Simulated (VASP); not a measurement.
B3N2, 5 atoms in the cell. Symmetry: P-3m1, No. 164, trigonal system. Conventional cell: a = 2.474 Å, b = 2.474 Å, c = 11.481 Å, α = 90.00°, β = 90.00°, γ = 120.00°. B (site symmetry -3m) has 6 B at 2.47 Å within 3.3 Å. B (site symmetry 3m) has 3 N at 1.43 Å within 1.9 Å. N (site symmetry 3m) has 3 B at 1.43 Å within 1.9 Å. 

| Property | Result |
| --- | --- |
| Program | VASP 6.6.1 |
| Task | single point |
| Functional | PBE |
| Potentials or basis | VASP PAW PBE potentials, release 64 (B, N) |
| Cutoff | 600 eV |
| k mesh | 6 × 6 × 4 |
| Occupations | gaussian, width 0.1 eV |
| Spin | no spin polarisation |
| Dipole correction | no |
| Further INCAR settings | ALGO = Normal; EDIFF = 1e-06; NBANDS = 18 |

Potentials or basis: VASP PAW PBE potentials, release 64 (B, N).

Command:

```bash
$ cat potpaw_PBE.64/B/POTCAR potpaw_PBE.64/N/POTCAR > POTCAR
$ mpirun -np 1 vasp_std > vasp.out
```

Hardware: 1 thread of Intel Xeon 8259CL, on a shared host.

How long does it take, and how much memory?

Wall time 73 s on 1 thread of Intel Xeon 8259CL, on a shared host, peak memory 0.18 GiB. Counts: scf iterations 15, k points 24.
